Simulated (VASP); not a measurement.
Input of a VASP 6.6.1 run:

INCAR

```
PREC     = Accurate       # precision mode
ENCUT    = 520            # plane-wave cutoff, eV
EDIFF    = 1E-6           # SCF threshold, eV
ISMEAR   = 0              # smearing method
SIGMA    = 0.01           # smearing width, eV
LREAL    = False          # projectors in reciprocal space
LASPH    = True           # aspherical terms in the spheres
NELM     = 60             # most SCF steps
ALGO     = Normal         # electronic algorithm
ISIF     = 2              # what is computed and relaxed
LWAVE    = False          # write WAVECAR
LCHARG   = False          # write CHGCAR
GGA      = PS             # functional
NBANDS   = 11             # bands
```

KPOINTS

```
Automatic mesh
0
Gamma
  12 12 12
```

Contents of POSCAR:

```
C
1.0
    1.8124417993      1.8124417993      0.0000000000
   -1.8124417993      1.8124417993      0.0000000000
    0.0000000000      1.8124417993      1.7677828137
C
2
Direct
    0.5000000000      0.5000000000      0.0000000000
    0.7500000000      0.2500000000      0.5000000000
```

Potentials or basis: VASP PAW PBE potentials, release 64 (C).

The run is started by

```bash
$ cat potpaw_PBE.64/C/POTCAR > POTCAR
$ mpirun -np 1 vasp_std > vasp.out
```

Question: What does it give for the band gap on the k mesh?

Answer: 3.37 eV, indirect (least direct gap 5.04 eV).

Question: Predict the pressure.

Answer: -13.6 GPa.

Stress tensor (GPa, compression positive):
```
-20.86   0.00   0.00
  0.00 -20.86   0.00
  0.00   0.00   0.92
```

Caveat: the cell differs from its parent crystal (in-plane strain +0.02, then relaxed in part); the PAW data sets were made with another functional, which shifts forces and pressure a little. A k mesh can miss the band edges.
